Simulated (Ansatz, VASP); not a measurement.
**Two plane-wave programs on ZnSe**

Contents of POSCAR:

```
ZnSe
1.0
    0.0000000000      2.8338000000      2.8338000000
    2.8338000000      0.0000000000      2.8338000000
    2.8338000000      2.8338000000      0.0000000000
Zn Se
1 1
Direct
    0.0000000000      0.0000000000      0.0000000000
    0.7500000000      0.7500000000      0.7500000000
```

INCAR.step1

```
SYSTEM = ZnSe
PREC     = Accurate       ! precision mode
ENCUT    = 520            ! plane-wave cutoff, eV
ISMEAR   = -1             ! smearing method
SIGMA    = 0.03           ! smearing width, eV
LREAL    = .False.        ! projectors in reciprocal space
LASPH    = .True.         ! aspherical terms in the spheres
NELM     = 60             ! most SCF steps
NBANDS   = 16             ! bands
GGA      = PE             ! functional
ALGO     = Normal         ! electronic algorithm
EDIFF    = 1E-4           ! SCF threshold, eV
LWAVE    = .True.         ! write WAVECAR
LCHARG   = .False.        ! write CHGCAR
```

The input INCAR.step2:

```
SYSTEM = ZnSe
PREC     = Accurate       ! precision mode
ENCUT    = 520            ! plane-wave cutoff, eV
EDIFF    = 1E-8           ! SCF threshold, eV
ISMEAR   = -1             ! smearing method
SIGMA    = 0.03           ! smearing width, eV
LREAL    = .False.        ! projectors in reciprocal space
LASPH    = .True.         ! aspherical terms in the spheres
NELM     = 60             ! most SCF steps
ALGO     = Normal         ! electronic algorithm
ISIF     = 2              ! what is computed and relaxed
LWAVE    = .False.        ! write WAVECAR
LCHARG   = .False.        ! write CHGCAR
METAGGA  = R2SCAN         ! meta-GGA
LMIXTAU  = .True.       
LEFG     = .True.       
NBANDS   = 16             ! bands
ISTART   = 1
```

KPOINTS

```
regular mesh
0
Gamma
  8 8 8
  0 0 0
```

Input for Ansatz:

```yaml
crystal:
  lattice:
    - [0.0, 2.8338, 2.8338]
    - [2.8338, 0.0, 2.8338]
    - [2.8338, 2.8338, 0.0]
  atoms:
    - { symbol: Zn, position: [0.0, 0.0, 0.0] }
    - { symbol: Se, position: [0.75, 0.75, 0.75] }
kpoints:
  mp_grid: { grid: [8, 8, 8] }
  band_path:
    path:
      - [0.0, 0.0, 0.0]
      - [-0.5, -0.5, 0.0]
      - [-0.375, -0.375, 0.25]
      - [-0.375, 0.0, 0.375]
      - [0.0, 0.0, 0.0]
      - [0.0, 0.0, 0.5]
      - [-0.5, -0.25, 0.25]
      - [-0.5, -0.5, 0.0]
    npoints: 5
scf:
  occupations: { method: fermi_dirac, width: 0.03 }
hamiltonian:
  xc: r2scan
  pseudopotentials: { kind: paw }
output:
  forces: true
  stress: true
  eigenvalues: true
  efg: { contact_densities: true }
```

Alike in both runs: task electric field gradients; functional r2SCAN; k mesh 8 × 8 × 8; occupations fermi-dirac, width 0.03 eV; no spin polarisation.

|  | VASP | Ansatz |
| --- | --- | --- |
| version | VASP 6.6.1 | Ansatz 0.2.0 |
| potentials or method | VASP PAW PBE potentials, release 64 (Zn, Se) | PAW with Ansatz's default frozen-core files, scalar-relativistic |
| plane-wave cutoff (eV) | 520 | 500 |
| valence electrons in the cell | 18 | 28 |

```tsv
	VASP	Ansatz	Ansatz less VASP
gap on the k mesh at the Fermi level (eV)	1.87	1.86	-0.004
pressure (GPa)	0.0	-0.1	-0.10
```

VASP's potentials were made for PBE, not for r2SCAN. The functional is the same, so the differences come from potentials, cutoffs and numerics. VASP's potentials hold 18 valence electrons a cell and Ansatz's 28, so a difference there can come from the potentials and not from the codes.
